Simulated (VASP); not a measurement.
Wanted: the native input for a VASP 6.6.1 run.

| Item | Value |
| --- | --- |
| Task | single point |
| Functional | r2SCAN |
| Potentials or basis | VASP PAW PBE potentials, release 64 (C) |
| Cutoff | 520 eV |
| k mesh | 14 × 14 × 14 |
| Occupations | gaussian, width 0.05 eV |
| Spin | no spin polarisation |
| Dipole correction | no |
| Further INCAR settings | ALGO = Normal; EDIFF = 1e-06; NBANDS = 11 |

Crystal: C.

```
CELL_PARAMETERS angstrom
0.00000 2.15866 3.45491
1.24634 0.00000 3.45491
1.24634 2.15866 0.00000
ATOMIC_POSITIONS crystal
C 0.16670 0.83330 0.16670
C 0.83330 0.16670 0.83330
```

This cell differs from its parent crystal: strain +0.015 along x and y, -0.030 along z.

These files were run (other wordings do the same):

POSCAR

```
C
1.0
    0.0000000000      2.1586578877      3.4549107515
    1.2463400222      0.0000000000      3.4549107515
    1.2463400222      2.1586578877      0.0000000000
C
2
Direct
    0.1667039277      0.8332960723      0.1667039277
    0.8332960723      0.1667039277      0.8332960723
```

INCAR.step1

```
SYSTEM = C
PREC = Accurate
ENCUT = 520
ISMEAR = 0
SIGMA = 0.05
LREAL = .False.
LASPH = .True.
NELM = 60
NBANDS = 11
GGA = PE
ALGO = Normal
EDIFF = 1E-4
LWAVE = .True.
LCHARG = .False.
```

INCAR.step2

```
SYSTEM = C
PREC = Accurate
ENCUT = 520
EDIFF = 1E-6
ISMEAR = 0
SIGMA = 0.05
LREAL = .False.
LASPH = .True.
NELM = 60
ALGO = Normal
ISIF = 2
LWAVE = .False.
LCHARG = .False.
METAGGA = R2SCAN
LMIXTAU = .True.
NBANDS = 11
ISTART = 1
```

KPOINTS

```
Automatic mesh
0
Gamma
  14 14 14
  0 0 0
```

Potentials or basis: VASP PAW PBE potentials, release 64 (C).

The run is started by

```console
$ cat potpaw_PBE.64/C/POTCAR > POTCAR
$ cp INCAR.step1 INCAR
$ mpirun -np 1 vasp_std > vasp.out
$ cp INCAR.step2 INCAR
$ mpirun -np 1 vasp_std > vasp.out
```

Results of the run:

| Property | Result |
| --- | --- |
| Pressure | -10.8 GPa |
| Largest force | 0.008 eV/Å |
| Band gap on the k mesh | 0.46 eV, indirect (least direct gap 0.56 eV) |

Caveat: the cell differs from its parent crystal (strain +0.015 along x and y, -0.030 along z); the PAW data sets were made with another functional, which shifts forces and pressure a little.

Wall time 7.8 min on 1 thread of AMD EPYC 7R13 Processor (Zen 3), with other jobs on the host, peak memory 0.16 GiB.
